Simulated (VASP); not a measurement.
# Bi (Fd-3m) in VASP: a series of runs

The runs below take Bi through single point, relaxation of cell and atoms, with PBE.

Everything below comes from runs of VASP 6.6.1. Logs are shortened: lines on timing, memory, paths and dates and some standing lists are left out, and cuts for length are marked.

## Step 1: The cell of the first run

Symmetry: Fd-3m, No. 227, cubic system. Conventional cell: a = 6.984 Å, b = 6.984 Å, c = 6.984 Å, α = 90.00°, β = 90.00°, γ = 90.00°. Within 4.0 Å of Bi (site symmetry -43m) lie 4 Bi at 3.02 Å.

## Step 2: Single point, PBE

File INCAR:

```
ALGO     = Normal         # electronic algorithm
EDIFF    = 1E-6           # SCF threshold, eV
ENCUT    = 520            # plane-wave cutoff, eV
GGA      = PE             # functional
ISIF     = 2              # what is computed and relaxed
ISMEAR   = -1             # smearing method
LASPH    = True           # aspherical terms in the spheres
LCHARG   = False          # write CHGCAR
LREAL    = False          # projectors in reciprocal space
LWAVE    = False          # write WAVECAR
NBANDS   = 22             # bands
NELM     = 80             # most SCF steps
PREC     = Accurate       # precision mode
SIGMA    = 0.1            # smearing width, eV
```

File KPOINTS:

```
k-points
0
Gamma
  6 6 6
```

File POSCAR:

```
Bi
1.0
    0.0000000000      3.4922389107      3.4922389107
    3.4922389107      0.0000000000      3.4922389107
    3.4922389107      3.4922389107      0.0000000000
Bi
2
Direct
    0.0000000000      0.0000000000      0.0000000000
    0.2500000000      0.2500000000      0.2500000000
```

Potentials or basis: VASP PAW PBE potentials, release 64 (Bi_d).

The run is started by

```bash
$ cat potpaw_PBE.64/Bi_d/POTCAR > POTCAR
$ mpirun -np 1 vasp_std > vasp.out
```

OUTCAR:

```text
EDIFF = 1E-6
   ENCUT = 520
   GGA = PE
   ISIF = 2
   ISMEAR = -1
   LASPH = True
   LREAL = False
   NELM = 80
   PREC = Accurate

 ion  position               nearest neighbor table
   1  0.000  0.000  0.000-   2 3.02   2 3.02   2 3.02   2 3.02
   2  0.250  0.250  0.250-   1 3.02   1 3.02   1 3.02   1 3.02

  LATTYP: Found a face centered cubic cell.
 ALAT       =     6.9844778214

  Lattice vectors:

 A1 = (   0.0000000000,   3.4922389107,   3.4922389107)
 A2 = (   3.4922389107,   0.0000000000,   3.4922389107)
 A3 = (   3.4922389107,   3.4922389107,   0.0000000000)

Analysis of symmetry for initial positions (statically):
=====================================================================
 Subroutine PRICEL returns:
 Original cell was already a primitive cell.

 Routine SETGRP: Setting up the symmetry group for a
 face centered cubic supercell.

 Subroutine GETGRP returns: Found 48 space group operations
 (whereof 24 operations were pure point group operations)
 out of a pool of 48 trial point group operations.

The static configuration has the point symmetry T_d .
 The point group associated with its full space group is O_h .

Analysis of symmetry for dynamics (positions and initial velocities):
=====================================================================
 Subroutine PRICEL returns:
 Original cell was already a primitive cell.

 Routine SETGRP: Setting up the symmetry group for a
 face centered cubic supercell.

 Subroutine GETGRP returns: Found 48 space group operations
 (whereof 24 operations were pure point group operations)
 out of a pool of 48 trial point group operations.

The dynamic configuration has the point symmetry T_d .
 The point group associated with its full space group is O_h .

 Subroutine INISYM returns: Found 48 space group operations
 (whereof 24 operations are pure point group operations),
 and found     1 'primitive' translations

----------------------------------------------------------------------------------------

                                     Primitive cell

  volume of cell :      85.1808

  direct lattice vectors                    reciprocal lattice vectors
     0.000000000  3.492238911  3.492238911    -0.143174626  0.143174626  0.143174626
     3.492238911  0.000000000  3.492238911     0.143174626 -0.143174626  0.143174626
     3.492238911  3.492238911  0.000000000     0.143174626  0.143174626 -0.143174626
[... 70 lines left out ...]
   LNONCOLLINEAR =      F non collinear calculations
   LSORBIT =      F    spin-orbit coupling
   LASPH  =      T    aspherical Exc in radial PAW
   ENCUT  =  520.0 eV  38.22 Ry    6.18 a.u.   9.18  9.18  9.18*2*pi/ulx,y,z
   NELM   =     80;   NELMIN=  2; NELMDL= -5     # of ELM steps
   EDIFF  = 0.1E-05   stopping-criterion for ELM
   LREAL  =      F    real-space projection
   EDIFFG = 0.1E-04   stopping-criterion for IOM
   NSW    =      0    number of steps for IOM
   IBRION =     -1    ionic relax: 0-MD 1-quasi-New 2-CG
   NFREE  =      0    steps in history (QN), initial steepest desc. (CG)
   ISIF   =      2    stress and relaxation
   ISYM   =      2    0-nonsym 1-usesym 2-fastsym
   POTIM  = 0.5000    time-step for ionic-motion
   TEBEG  =    0.0;   TEEND  =   0.0 temperature during run
   PSTRESS=    0.0 pullay stress
   NELECT =      30.0000    total number of electrons
   NUPDOWN=      -1.0000    fix difference up-down
   EMIN   =  10.00;   EMAX   =-10.00  energy-range for DOS
   EFERMI =   0.00;   METHOD = LEGACY
   ISMEAR =    -1;   SIGMA  =   0.10  broadening in eV -4-tet -1-fermi 0-gaus
   EFERMI_NEDOS =   21; number of points for ismear=-14 and -15
   IALGO  =     38    algorithm
   IMIX   =      4    mixing-type and parameters
     AMIX     =   0.40;   BMIX     =  1.00
     AMIX_MAG =   1.60;   BMIX_MAG =  1.00
  volume/ion in A,a.u.               =      42.59       287.41
  Fermi-wavevector in a.u.,A,eV,Ry     =   1.156116  2.184742 18.185595  1.336604
  Thomas-Fermi vector in A             =   2.292739
   LORBIT       =      0    0 simple, 1 ext, 2 COOP (PROOUT), +10 PAW based schemes
   GGA     = PE    functional components
   LHFCALC =     F    Hartree Fock is set to
   AEXX    =    0.0000 exact exchange contribution
   IVDW    =     0    specifies the selected vdW correction
   LEPSILON=     F    determine dielectric tensor
   LRPA    =     F    only Hartree local field effects (RPA)
 non-spin polarized calculation
  energy-cutoff  :      520.00
  volume of cell :       85.18
 maximum number of plane-waves:      2302
 NGX is ok and might be reduce to    40
   NGX = 19   NGY = 19   NGZ = 19

 number of electron      29.9999998 magnetization

 Free energy of the ion-electron system (eV)
  ---------------------------------------------------
  ext. energy  EPLUGINS =         0.00000000
  ---------------------------------------------------
  free energy    TOTEN  =        -7.24513405 eV

  energy without entropy =       -7.22205602  energy(sigma->0) =       -7.23359503

 E-fermi :   4.7892     XC(G=0):  -8.4168

 val. band max:        4.5181892860   @ k =  -0.3333   0.3333   0.1667
 cond. band min:       4.8476359351   @ k =   0.1667   0.1667   0.0000
 fundamental gap:      0.3294466491
 Fermi energy:         4.7891637422

 k-point     1 :       0.0000    0.0000    0.0000
  band No.  band energies     occupation
      1     -18.2606      2.00000
      2     -18.2606      2.00000
      3     -18.2606      2.00000
      4     -18.2033      2.00000
      5     -18.2033      2.00000
      6     -17.9648      2.00000
[... 389 lines left out ...]
     21      13.1294      0.00000
     22      13.1294      0.00000

------------------------ aborting loop because EDIFF is reached ----------------------------------------

  FORCE on cell =-STRESS in cart. coord.  units (eV):
  Direction    XX          YY          ZZ          XY          YZ          ZX
  --------------------------------------------------------------------------------------
  -------------------------------------------------------------------------------------
  Total        2.6190765      2.6190765      2.6190765      0.0000000     -0.0000000     -0.0000000
  in kB       49.2625538     49.2625538     49.2625538      0.0000000     -0.0000000     -0.0000000
  external PRESSURE =      49.2625538 kB  Pullay stress =       0.0000000 kB

 VOLUME and BASIS-vectors are now :
 -----------------------------------------------------------------------------
  energy-cutoff  :      520.00
  volume of cell :       85.18
      direct lattice vectors                 reciprocal lattice vectors
     0.000000000  3.492238911  3.492238911    -0.143174626  0.143174626  0.143174626
     3.492238911  0.000000000  3.492238911     0.143174626 -0.143174626  0.143174626
     3.492238911  3.492238911  0.000000000     0.143174626  0.143174626 -0.143174626

 POSITION                                       TOTAL-FORCE (eV/Angst)
 -----------------------------------------------------------------------------------
      0.00000      0.00000      0.00000        -0.000000     -0.000000     -0.000000
      1.74612      1.74612      1.74612         0.000000      0.000000      0.000000
 -----------------------------------------------------------------------------------
    total drift:                               -0.000000     -0.000000      0.000000

  FREE ENERGIE OF THE ION-ELECTRON SYSTEM (eV)
  ---------------------------------------------------
  free  energy   TOTEN  =        -7.2451340470 eV

  energy  without entropy=       -7.2220560177  energy(sigma->0) =       -7.23359503
```

OSZICAR:

```text
N       E                     dE             d eps       ncg     rms          rms(c)
DAV:   1     0.300041818288E+03    0.30004E+03   -0.15557E+04   704   0.152E+03
DAV:   2     0.181136973945E+02   -0.28193E+03   -0.27545E+03   716   0.421E+02
DAV:   3    -0.636659008506E+01   -0.24480E+02   -0.24185E+02   842   0.142E+02
DAV:   4    -0.723028979013E+01   -0.86370E+00   -0.86304E+00   824   0.294E+01
DAV:   5    -0.727553907052E+01   -0.45249E-01   -0.45248E-01  1064   0.592E+00    0.122E+00
DAV:   6    -0.725495066370E+01    0.20588E-01   -0.14625E-02   840   0.105E+00    0.715E-01
DAV:   7    -0.724451792619E+01    0.10433E-01   -0.21331E-02   900   0.108E+00    0.110E-01
DAV:   8    -0.724504082717E+01   -0.52290E-03   -0.14278E-03   782   0.250E-01    0.291E-02
DAV:   9    -0.724512414627E+01   -0.83319E-04   -0.10628E-04   808   0.602E-02    0.114E-02
DAV:  10    -0.724513152802E+01   -0.73818E-05   -0.11550E-05   650   0.249E-02    0.411E-03
DAV:  11    -0.724513383812E+01   -0.23101E-05   -0.56216E-06   636   0.124E-02    0.750E-04
DAV:  12    -0.724513404702E+01   -0.20890E-06   -0.22317E-07   532   0.414E-03
   1 F= -.72451340E+01 E0= -.72335950E+01  d E =-.230780E-01
```

stdout:

```text
POSCAR found type information on POSCAR Bi
 POSCAR found :  1 types and       2 ions
 scaLAPACK will be used
 LDA part: xc-table for (Slater+PW92), standard interpolation
 POSCAR, INCAR and KPOINTS ok, starting setup
 FFT: planning ... GRIDC
 FFT: planning ... GRID_SOFT
 FFT: planning ... GRID
 WAVECAR not read
 entering main loop
```

It took 44 s on 1 thread of Intel Xeon Platinum 8259CL at 2.50GHz (Skylake/Cascade Lake), shared host; peak memory 0.24 GiB.

Results:

* Free energy: -7.2451 eV
* Pressure: 4.9 GPa
* Band gap on the k mesh: zero (band 15 reaches 5.05 eV, above the bottom of band 16 at 4.18 eV)

Levels at points of the mesh, in eV from the Fermi level:
| k point | band 12 | band 13 | band 14 | band 15 | band 16 | band 17 | band 18 | band 19 |
| --- | --- | --- | --- | --- | --- | --- | --- | --- |
| (0.00, 0.00, 0.00) | -7.49 | -1.53 | -1.53 | -1.53 | 0.76 | 0.76 | 0.76 | 3.17 |
| (0.50, 0.00, 0.00) | -9.70 | -2.68 | -2.44 | -2.44 | 1.89 | 1.89 | 4.32 | 5.00 |
| (0.50, 0.50, 0.00) | -10.99 | -3.41 | -3.41 | -0.61 | -0.61 | 4.76 | 4.76 | 6.30 |

Caveat: spin-orbit coupling is left out, which moves the levels of the heavy elements.

## Step 3: Single point, PBE

This run uses another cell than the first one, of 48.43 Å³/atom, 1.137 times its volume.

File INCAR:

```
SYSTEM = Bi
ALGO = Normal
EDIFF = 1E-6
ENCUT = 520
GGA = PE
ISIF = 2
ISMEAR = -1
LASPH = .True.
LCHARG = .False.
LREAL = .False.
LWAVE = .False.
NBANDS = 22
NELM = 80
PREC = Accurate
SIGMA = 0.1
```

File KPOINTS:

```
k-points
0
Gamma
  6 6 6
  0 0 0
```

File POSCAR:

```
Bi
1.0
    0.0000000000      3.6450526330      3.6450526330
    3.6450526330      0.0000000000      3.6450526330
    3.6450526330      3.6450526330      0.0000000000
Bi
2
Direct
    0.0000000000      0.0000000000      0.0000000000
    0.2500000000      0.2500000000      0.2500000000
```

Potentials or basis: VASP PAW PBE potentials, release 64 (Bi_d).

The run is started by

```bash
$ cat potpaw_PBE.64/Bi_d/POTCAR > POTCAR
$ mpirun -np 1 vasp_std > vasp.out
```

Wall time 39 s (1 thread of Intel Xeon Platinum 8259CL at 2.50GHz (Skylake/Cascade Lake), shared host); peak memory 0.24 GiB.

It converged, with:

```yaml
Free_energy: -7.4073 eV
Pressure: 0.0 GPa
Band_gap_on_the_k_mesh: zero (band 15 reaches 3.81 eV, above the bottom of band 16 at 3.14 eV)
```

Levels at points of the mesh, in eV from the Fermi level:
| k point | band 13 | band 14 | band 15 | band 16 | band 17 | band 18 |
| --- | --- | --- | --- | --- | --- | --- |
| (0.00, 0.00, 0.00) | -1.35 | -1.35 | -1.35 | 0.81 | 0.81 | 0.81 |
| (0.50, 0.00, 0.00) | -2.41 | -2.12 | -2.12 | 1.83 | 1.83 | 3.65 |
| (0.50, 0.50, 0.00) | -2.93 | -2.93 | -0.46 | -0.46 | 4.16 | 4.16 |

Caveat: spin-orbit coupling is left out, which moves the levels of the heavy elements.

## Step 4: Relaxation of cell and atoms, PBE

This run uses another cell than the first one, of 45.50 Å³/atom, 1.068 times its volume.

File INCAR:

```
  ALGO = Normal
  EDIFF = 1E-6
  EDIFFG = -0.01
  ENCUT = 600
  GGA = PE
  IBRION = 2
  ISIF = 3
  ISMEAR = -1
  LASPH = True
  LCHARG = False
  LREAL = False
  LWAVE = False
  NELM = 100
  NSW = 80
  PREC = Accurate
  SIGMA = 0.1
```

File KPOINTS:

```
k-points
0
Gamma
  6 6 6
```

File POSCAR:

```
Bi
1.0
    0.0000000000      3.5700000000      3.5700000000
    3.5700000000      0.0000000000      3.5700000000
    3.5700000000      3.5700000000      0.0000000000
Bi
2
Direct
    0.0000000000      0.0000000000      0.0000000000
    0.2500000000      0.2500000000      0.2500000000
```

The run is started by

```bash
$ cat potpaw_PBE.64/Bi_d/POTCAR > POTCAR
$ mpirun -np 1 vasp_std > vasp.out
```

Wall time 93 s (1 thread of Intel Xeon Platinum 8259CL at 2.50GHz (Skylake/Cascade Lake), shared host); peak memory 0.25 GiB.

Results (log left out):

```
Free energy                            : -7.4065 eV
Relaxed volume                         : 48.38 Å³/atom
Relaxed cell                           : a = 5.153 Å, b = 5.153 Å, c = 5.153 Å, α = 60.00°, β = 60.00°, γ = 60.00°
Space group after relaxing (to 0.05 Å) : Fd-3m (No. 227)
Energy gained by relaxing              : 17.7 meV/atom
Ionic steps                            : 3
Pressure after relaxing                : 0.0 GPa
Band gap on the k mesh                 : zero (band 15 reaches 3.82 eV, above the bottom of band 16 at 3.15 eV)
```

Step by step:
```
step  energy change (eV)  largest force (eV/Å)  pressure (GPa)  volume (Å³)
   1              0.0000                0.0000            2.08        91.00
   2             -0.0309                0.0000           -0.64        99.00
   3             -0.0354                0.0000            0.00        96.76
```

Final structure:
```cif
data_structure
_symmetry_space_group_name_H-M 'P 1'
_symmetry_Int_Tables_number 1
_cell_length_a 5.1531
_cell_length_b 5.1531
_cell_length_c 5.1531
_cell_angle_alpha 60.000
_cell_angle_beta 60.000
_cell_angle_gamma 60.000
_cell_volume 96.76
loop_
_atom_site_label
_atom_site_type_symbol
_atom_site_fract_x
_atom_site_fract_y
_atom_site_fract_z
_atom_site_occupancy
Bi1 Bi 0.00000 0.00000 0.00000 1
Bi2 Bi 0.25000 0.25000 0.25000 1
```

Levels at points of the mesh, in eV from the Fermi level:
```
           k point  band 11  band 12  band 13  band 14  band 15  band 16  band 17  band 18  band 19
(0.00, 0.00, 0.00)   -12.46    -7.94    -1.36    -1.36    -1.36     0.81     0.81     0.81     3.25
(0.50, 0.00, 0.00)   -11.58    -9.57    -2.41    -2.12    -2.12     1.83     1.83     3.65     5.05
(0.50, 0.50, 0.00)   -10.65   -10.65    -2.93    -2.93    -0.46    -0.46     4.16     4.16     5.91
```

Caveat: spin-orbit coupling is left out, which moves the levels of the heavy elements.

## Step 5: Summary

| task | cell | cutoff (eV) | gap on the mesh (eV) | pressure (GPa) |
| --- | --- | --- | --- | --- |
| single point | a = 4.939 Å, angles 60.0°, 2 atoms | 520 | none | 4.9 |
| single point | a = 5.155 Å, angles 60.0°, 2 atoms | 520 | none | 0.0 |
| relaxation of cell and atoms | relaxed from a = 5.049 Å, angles 60.0°, 2 atoms | 600 | none | 0.0 |

Alike in all rows: level PBE; potentials or basis VASP PAW PBE potentials, release 64 (Bi_d); no spin polarisation; k mesh 6 × 6 × 6; smearing fermi-dirac 0.1 eV.

Caveats: spin-orbit coupling is left out, which moves the levels of the heavy elements.

Absolute energies hang on the potentials; compare differences alone.
